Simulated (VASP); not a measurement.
# CuI2 (P4/mmm) in VASP: a series of runs

CuI2 is run at these levels: PBE+U, PBE; tasks: single point.

Program: VASP 6.6.1. These are calculated values, not measurements. Logs are shortened: lines on timing, memory, paths and dates and some standing lists are left out, and cuts for length are marked.

## (1) The cell of the first run

It takes space group P4/mmm (No. 123, tetragonal). Conventional cell: a = 5.200 Å, b = 5.200 Å, c = 4.544 Å, α = 90.00°, β = 90.00°, γ = 90.00°. Within 3.4 Å of Cu (site symmetry 4/mmm) lie 4 I at 2.60 Å. Within 3.4 Å of I (site symmetry mmm) lie 2 Cu at 2.60 Å.

## (2) Single point, PBE+U

INCAR

```
  PREC = Accurate
  ENCUT = 520
  EDIFF = 1E-7
  ISMEAR = 0
  SIGMA = 0.1
  LREAL = F
  LASPH = T
  NELM = 150
  ALGO = Normal
  ISIF = 2
  LWAVE = F
  LCHARG = F
  LMAXMIX = 4
  LDAU = T
  LDAUTYPE = 1
  LDAUL = 2 -1
  LDAUU = 6.1 0
  LDAUJ = 0.43 0
  LDAUPRINT = 1
  GGA = PE
  NBANDS = 20
```

KPOINTS

```
Automatic mesh
0
Gamma
  2 2 2
```

POSCAR

```
CuI2
1.0
    5.2003840000      0.0000000000      0.0000000000
    0.0000000000      5.2003840000      0.0000000000
    0.0000000000      0.0000000000      4.5441700000
Cu I
1 2
Direct
    0.0000000000      0.0000000000      0.0000000000
    0.0000000000      0.5000000000      0.0000000000
    0.5000000000      0.0000000000      0.0000000000
```

Potentials or basis: VASP PAW PBE potentials, release 64 (Cu, I).

The run is started by

```
cat potpaw_PBE.64/Cu/POTCAR potpaw_PBE.64/I/POTCAR > POTCAR
mpirun -np 1 vasp_std > vasp.out
```

OUTCAR:

```text
PREC = Accurate
   ENCUT = 520
   EDIFF = 1E-7
   ISMEAR = 0
   LREAL = F
   LASPH = T
   NELM = 150
   ISIF = 2
   GGA = PE

 ion  position               nearest neighbor table
   1  0.000  0.000  0.000-   2 2.60   3 2.60   2 2.60   3 2.60
   2  0.000  0.500  0.000-   1 2.60   1 2.60
   3  0.500  0.000  0.000-   1 2.60   1 2.60

  LATTYP: Found a simple tetragonal cell.
 ALAT       =     5.2003840000
 C/A-ratio  =     0.8738143183

  Lattice vectors:

 A1 = (   5.2003840000,   0.0000000000,   0.0000000000)
 A2 = (   0.0000000000,   5.2003840000,   0.0000000000)
 A3 = (   0.0000000000,   0.0000000000,   4.5441700000)

Analysis of symmetry for initial positions (statically):
=====================================================================
 Subroutine PRICEL returns:
 Original cell was already a primitive cell.

 Routine SETGRP: Setting up the symmetry group for a
 simple tetragonal supercell.

 Subroutine GETGRP returns: Found 16 space group operations
 (whereof 16 operations were pure point group operations)
 out of a pool of 16 trial point group operations.

The static configuration has the point symmetry D_4h.

Analysis of symmetry for dynamics (positions and initial velocities):
=====================================================================
 Subroutine PRICEL returns:
 Original cell was already a primitive cell.

 Routine SETGRP: Setting up the symmetry group for a
 simple tetragonal supercell.

 Subroutine GETGRP returns: Found 16 space group operations
 (whereof 16 operations were pure point group operations)
 out of a pool of 16 trial point group operations.

The dynamic configuration has the point symmetry D_4h.

 Subroutine INISYM returns: Found 16 space group operations
 (whereof 16 operations are pure point group operations),
 and found     1 'primitive' translations

----------------------------------------------------------------------------------------

                                     Primitive cell

  volume of cell :     122.8925

  direct lattice vectors                    reciprocal lattice vectors
     5.200384000  0.000000000  0.000000000     0.192293492  0.000000000  0.000000000
     0.000000000  5.200384000  0.000000000     0.000000000  0.192293492  0.000000000
     0.000000000  0.000000000  4.544170000     0.000000000  0.000000000  0.220062190

  length of vectors
     5.200384000  5.200384000  4.544170000     0.192293492  0.192293492  0.220062190

  position of ions in fractional coordinates (direct lattice)
     0.000000000  0.000000000  0.000000000
     0.000000000  0.500000000  0.000000000
     0.500000000  0.000000000  0.000000000

  ion indices of the primitive-cell ions
   primitive index   ion index
                 1           1
                 2           2
                 3           3

----------------------------------------------------------------------------------------

 KPOINTS: Automatic mesh

Automatic generation of k-mesh.
 Grid dimensions read from file:
 generate k-points for:    2    2    2

 Generating k-lattice:

  Cartesian coordinates                     Fractional coordinates (reciprocal lattice)
     0.096146746  0.000000000  0.000000000     0.500000000  0.000000000  0.000000000
     0.000000000  0.096146746  0.000000000     0.000000000  0.500000000  0.000000000
     0.000000000  0.000000000  0.110031095     0.000000000  0.000000000  0.500000000

  Length of vectors
     0.096146746  0.096146746  0.110031095

  Shift w.r.t. Gamma in fractional coordinates (k-lattice)
     0.000000000  0.000000000  0.000000000

 Subroutine IBZKPT returns following result:
 ===========================================

 Found      6 irreducible k-points:

 Following reciprocal coordinates:
            Coordinates               Weight
  0.000000  0.000000  0.000000      1.000000
  0.500000  0.000000  0.000000      2.000000
  0.500000  0.500000  0.000000      1.000000
  0.000000  0.000000  0.500000      1.000000
  0.500000  0.000000  0.500000      2.000000
  0.500000  0.500000  0.500000      1.000000
   k-points           NKPTS =      6   k-points in BZ     NKDIM =      6   number of bands    NBANDS=     20
   number of dos      NEDOS =    301   number of ions     NIONS =      3
   total plane-waves  NPLWV =  57600
   dimension x,y,z NGX =    40 NGY =   40 NGZ =   36
   dimension x,y,z NGXF=    80 NGYF=   80 NGZF=   72
   ions per type =               1   2
   NGX,Y,Z   is equivalent  to a cutoff of  12.79, 12.79, 13.17 a.u.
   NGXF,Y,Z  is equivalent  to a cutoff of  25.57, 25.57, 26.34 a.u.
 SYSTEM =  unknown system
   PREC   = accura    normal or accurate (medium, high low for compatibility)
   ISTART =      0    job   : 0-new  1-cont  2-samecut
   ICHARG =      2    charge: 1-file 2-atom 10-const
   ISPIN  =      1    spin polarized calculation?
   LNONCOLLINEAR =      F non collinear calculations
   LSORBIT =      F    spin-orbit coupling
   LASPH  =      T    aspherical Exc in radial PAW
   ENCUT  =  520.0 eV  38.22 Ry    6.18 a.u.   9.67  9.67  8.45*2*pi/ulx,y,z
   NELM   =    150;   NELMIN=  2; NELMDL= -5     # of ELM steps
   EDIFF  = 0.1E-06   stopping-criterion for ELM
   LREAL  =      F    real-space projection
   EDIFFG = 0.1E-05   stopping-criterion for IOM
   NSW    =      0    number of steps for IOM
   IBRION =     -1    ionic relax: 0-MD 1-quasi-New 2-CG
   NFREE  =      0    steps in history (QN), initial steepest desc. (CG)
   ISIF   =      2    stress and relaxation
   ISYM   =      2    0-nonsym 1-usesym 2-fastsym
   POTIM  = 0.5000    time-step for ionic-motion
   TEBEG  =    0.0;   TEEND  =   0.0 temperature during run
   PSTRESS=    0.0 pullay stress
   NELECT =      25.0000    total number of electrons
   NUPDOWN=      -1.0000    fix difference up-down
   EMIN   =  10.00;   EMAX   =-10.00  energy-range for DOS
   EFERMI =   0.00;   METHOD = LEGACY
   ISMEAR =     0;   SIGMA  =   0.10  broadening in eV -4-tet -1-fermi 0-gaus
   EFERMI_NEDOS =   21; number of points for ismear=-14 and -15
   IALGO  =     38    algorithm
   IMIX   =      4    mixing-type and parameters
     AMIX     =   0.40;   BMIX     =  1.00
     AMIX_MAG =   1.60;   BMIX_MAG =  1.00
  volume/ion in A,a.u.               =      40.96       276.44
  Fermi-wavevector in a.u.,A,eV,Ry     =   0.962823  1.819471 12.612978  0.927028
  Thomas-Fermi vector in A             =   2.092315
   LORBIT       =      0    0 simple, 1 ext, 2 COOP (PROOUT), +10 PAW based schemes
 LDA+U is selected, type is set to LDAUTYPE =  1
   angular momentum for each species LDAUL =     2   -1
   U (eV)           for each species LDAUU =   6.1  0.0
   J (eV)           for each species LDAUJ =   0.4  0.0
   GGA     = PE    functional components
   LHFCALC =     F    Hartree Fock is set to
   AEXX    =    0.0000 exact exchange contribution
   IVDW    =     0    specifies the selected vdW correction
   LEPSILON=     F    determine dielectric tensor
   LRPA    =     F    only Hartree local field effects (RPA)
 non-spin polarized calculation
 Gauss-broadening in eV      SIGMA  =   0.10
  energy-cutoff  :      520.00
  volume of cell :      122.89
 maximum number of plane-waves:      3352
 NGX is ok and might be reduce to    40
   NGX = 19   NGY = 19   NGZ = 17

atom =   1  type =  1  l = 2

 onsite density matrix

spin component  1

  0.9585 -0.0000 -0.0000 -0.0000  0.0000
 -0.0000  0.9601 -0.0000  0.0000  0.0000
 -0.0000 -0.0000  0.9561  0.0000 -0.0000
 -0.0000  0.0000  0.0000  0.9601 -0.0000
  0.0000  0.0000 -0.0000 -0.0000  0.8984

spin component  2

  0.9585 -0.0000 -0.0000 -0.0000  0.0000
 -0.0000  0.9601 -0.0000  0.0000  0.0000
 -0.0000 -0.0000  0.9561  0.0000 -0.0000
 -0.0000  0.0000  0.0000  0.9601 -0.0000
  0.0000  0.0000 -0.0000 -0.0000  0.8984

 occupancies and eigenvectors

  o =  0.8984  v =  0.0000  0.0000 -0.0000  0.0000  1.0000  0.0000  0.0000  0.0000  0.0000  0.0000      0.0000  0.0000  0.0000  0.0000  0.0000  0.0000  0.0000  0.0000  0.0000  0.0000
  o =  0.8984  v =  0.0000  0.0000  0.0000  0.0000  0.0000  0.0000  0.0000 -0.0000  0.0000  1.0000      0.0000  0.0000  0.0000  0.0000  0.0000  0.0000  0.0000  0.0000  0.0000  0.0000
  o =  0.9561  v =  0.0000  0.0000  0.0000  0.0000  0.0000  0.0000  0.0000  1.0000 -0.0000  0.0000      0.0000  0.0000  0.0000  0.0000  0.0000  0.0000  0.0000  0.0000  0.0000  0.0000
  o =  0.9561  v =  0.0000  0.0000  1.0000 -0.0000  0.0000  0.0000  0.0000  0.0000  0.0000  0.0000      0.0000  0.0000  0.0000  0.0000  0.0000  0.0000  0.0000  0.0000  0.0000  0.0000
  o =  0.9585  v =  0.0000  0.0000  0.0000  0.0000  0.0000  1.0000  0.0000  0.0000  0.0000  0.0000      0.0000  0.0000  0.0000  0.0000  0.0000  0.0000  0.0000  0.0000  0.0000  0.0000
  o =  0.9585  v =  1.0000  0.0000  0.0000  0.0000  0.0000  0.0000  0.0000  0.0000  0.0000  0.0000      0.0000  0.0000  0.0000  0.0000  0.0000  0.0000  0.0000  0.0000  0.0000  0.0000
  o =  0.9601  v =  0.0000 -0.2067 -0.0000 -0.9784  0.0000  0.0000  0.0000  0.0000  0.0000  0.0000      0.0000  0.0000  0.0000  0.0000  0.0000  0.0000  0.0000  0.0000  0.0000  0.0000
  o =  0.9601  v =  0.0000  0.0000  0.0000  0.0000  0.0000  0.0000 -0.2067 -0.0000 -0.9784  0.0000      0.0000  0.0000  0.0000  0.0000  0.0000  0.0000  0.0000  0.0000  0.0000  0.0000
  o =  0.9601  v =  0.0000  0.0000  0.0000  0.0000  0.0000  0.0000 -0.9784  0.0000  0.2067  0.0000      0.0000  0.0000  0.0000  0.0000  0.0000  0.0000  0.0000  0.0000  0.0000  0.0000
  o =  0.9601  v =  0.0000 -0.9784  0.0000  0.2067  0.0000  0.0000  0.0000  0.0000  0.0000  0.0000      0.0000  0.0000  0.0000  0.0000  0.0000  0.0000  0.0000  0.0000  0.0000  0.0000

 number of electron      24.9999991 magnetization

 Free energy of the ion-electron system (eV)
  ---------------------------------------------------
  ext. energy  EPLUGINS =         0.00000000
  ---------------------------------------------------
  free energy    TOTEN  =        -5.22381905 eV

  energy without entropy =       -5.22381905  energy(sigma->0) =       -5.22381905

 E-fermi :   1.3964     XC(G=0):  -7.3490

 val. band max:        0.9598098050   @ k =   0.0000   0.0000   0.5000
 cond. band min:       1.8254579868   @ k =   0.5000   0.5000   0.0000
 fundamental gap:      0.8656481818
 Fermi energy:         1.3963664638

 k-point     1 :       0.0000    0.0000    0.0000
  band No.  band energies     occupation
      1     -11.4198      2.00000
      2     -10.2496      2.00000
      3      -2.2750      2.00000
      4      -2.2713      2.00000
      5      -2.2713      2.00000
      6      -1.9834      2.00000
[... 127 lines left out ...]
     19      10.9473      0.00000
     20      10.9473      0.00000

------------------------ aborting loop because EDIFF is reached ----------------------------------------

  FORCE on cell =-STRESS in cart. coord.  units (eV):
  Direction    XX          YY          ZZ          XY          YZ          ZX
  --------------------------------------------------------------------------------------
  -------------------------------------------------------------------------------------
  Total       -0.5144325     -0.5144325      1.4327750      0.0000000      0.0000000      0.0000000
  in kB       -6.7067730     -6.7067730     18.6794112      0.0000000      0.0000000      0.0000000
  external PRESSURE =       1.7552884 kB  Pullay stress =       0.0000000 kB

 VOLUME and BASIS-vectors are now :
 -----------------------------------------------------------------------------
  energy-cutoff  :      520.00
  volume of cell :      122.89
      direct lattice vectors                 reciprocal lattice vectors
     5.200384000  0.000000000  0.000000000     0.192293492  0.000000000  0.000000000
     0.000000000  5.200384000  0.000000000     0.000000000  0.192293492  0.000000000
     0.000000000  0.000000000  4.544170000     0.000000000  0.000000000  0.220062190

 POSITION                                       TOTAL-FORCE (eV/Angst)
 -----------------------------------------------------------------------------------
      0.00000      0.00000      0.00000         0.000000      0.000000      0.000000
      0.00000      2.60019      0.00000         0.000000      0.000000      0.000000
      2.60019      0.00000      0.00000         0.000000      0.000000      0.000000
 -----------------------------------------------------------------------------------
    total drift:                               -0.000000     -0.000000     -0.000000

  FREE ENERGIE OF THE ION-ELECTRON SYSTEM (eV)
  ---------------------------------------------------
  free  energy   TOTEN  =        -5.2238190525 eV

  energy  without entropy=       -5.2238190523  energy(sigma->0) =       -5.22381905
```

Wall time 14 s (1 thread of AMD EPYC 7R13 (Zen 3), shared host); peak memory 0.2 GiB.

What came out:

```yaml
Free_energy: -5.2238 eV
Pressure: 0.2 GPa
```

Levels at points of the mesh, in eV from the Fermi level:
```csv
k point,band 10,band 11,band 12,band 13,band 14,band 15,band 16,band 17
"(0.00, 0.00, 0.00)",-1.75,-0.52,-0.52,-0.48,1.10,4.45,6.34,6.85
"(0.50, 0.00, 0.00)",-1.81,-1.31,-1.18,-0.77,4.70,5.86,6.30,6.55
"(0.50, 0.50, 0.00)",-0.73,-0.73,0.43,1.17,5.05,5.94,5.94,6.42
"(0.00, 0.00, 0.50)",-2.88,-1.26,-0.44,-0.44,1.61,5.78,6.32,6.32
"(0.50, 0.00, 0.50)",-1.86,-1.67,-1.61,-1.20,4.25,5.43,6.53,6.87
"(0.50, 0.50, 0.50)",-1.54,-1.54,0.50,1.23,2.66,4.96,6.35,6.35
```

Eigenvalues of the final occupation matrices:
| site | spin | trace | eigenvalues |
| --- | --- | --- | --- |
| site 1 d | 1 | 4.73 | 0.90 0.96 0.96 0.96 0.96 |
| site 1 d | 2 | 4.73 | 0.90 0.96 0.96 0.96 0.96 |

Caveat: the k points lie up to 0.69 Å⁻¹ apart; spin-orbit coupling is left out, which moves the levels of the heavy elements; this functional lacks dispersion, which binds the layers, so the pressure and a relaxed spacing across them are unreliable; an odd number of electrons without spin polarisation forces a metal; a magnetic or distorted state may lie lower; U without spin polarisation on a metal has little footing.

## (3) Single point, PBE, collinear spin, ferromagnetic start

INCAR

```
  ALGO = Normal
  EDIFF = 1E-6
  ENCUT = 520
  GGA = PE
  ISIF = 2
  ISMEAR = 0
  ISPIN = 2
  LASPH = T
  LCHARG = F
  LMAXMIX = 4
  LORBIT = 11
  LREAL = F
  LWAVE = F
  MAGMOM = 1 0 0
  NBANDS = 24
  NELM = 150
  PREC = Accurate
  SIGMA = 0.1
```

KPOINTS

```
k-points
0
Gamma
  4 4 4
```

POSCAR is that of step 2.

Potentials or basis: VASP PAW PBE potentials, release 64 (Cu, I).

The run is started by

```
cat potpaw_PBE.64/Cu/POTCAR potpaw_PBE.64/I/POTCAR > POTCAR
mpirun -np 1 vasp_std > vasp.out
```

Wall time 1.7 min (1 thread of AMD EPYC 7R13 (Zen 3), shared host); peak memory 0.28 GiB.

Results (log left out):

| Item | Value |
| --- | --- |
| Free energy | -6.4734 eV |
| Pressure | 0.8 GPa |
| Net moment | 0.01 μB per cell |
| Valence electrons inside the program's atomic spheres | Cu 9.85; I 4.27 |

Stress tensor (GPa, compression positive):
```
0.88 0.00 0.00
0.00 0.88 0.00
0.00 0.00 0.51
```

Levels at points of the mesh, in eV from the Fermi level:
Spin up:
```tsv
k point	band 10	band 11	band 12	band 13	band 14	band 15	band 16	band 17
(0.00, 0.00, 0.00)	-1.81	-0.57	-0.57	-0.52	0.69	4.45	6.33	6.89
(0.50, 0.00, 0.00)	-1.64	-1.23	-1.04	-0.60	4.56	5.80	6.20	6.26
(0.50, 0.50, 0.00)	-0.57	-0.57	0.43	1.34	4.77	5.71	5.71	6.30
(0.00, 0.00, 0.50)	-2.00	-1.29	-0.48	-0.48	1.16	5.53	6.33	6.33
(0.50, 0.00, 0.50)	-1.68	-1.46	-1.24	-0.96	4.03	5.17	6.54	6.60
(0.50, 0.50, 0.50)	-1.19	-1.19	0.50	1.40	2.43	4.97	6.06	6.06
```
Spin down:
```tsv
k point	band 10	band 11	band 12	band 13	band 14	band 15	band 16	band 17
(0.00, 0.00, 0.00)	-1.81	-0.57	-0.57	-0.52	0.69	4.45	6.33	6.89
(0.50, 0.00, 0.00)	-1.64	-1.23	-1.04	-0.60	4.56	5.80	6.20	6.26
(0.50, 0.50, 0.00)	-0.57	-0.57	0.43	1.35	4.77	5.71	5.71	6.30
(0.00, 0.00, 0.50)	-2.00	-1.29	-0.48	-0.48	1.16	5.53	6.33	6.33
(0.50, 0.00, 0.50)	-1.68	-1.45	-1.24	-0.96	4.03	5.17	6.54	6.60
(0.50, 0.50, 0.50)	-1.19	-1.19	0.50	1.40	2.43	4.97	6.06	6.06
```

Caveat: spin-orbit coupling is left out, which moves the levels of the heavy elements; this functional lacks dispersion, which binds the layers, so the pressure and a relaxed spacing across them are unreliable; semilocal functionals often make such compounds metallic where correlation or magnetic order opens a gap, which also shifts bond lengths.
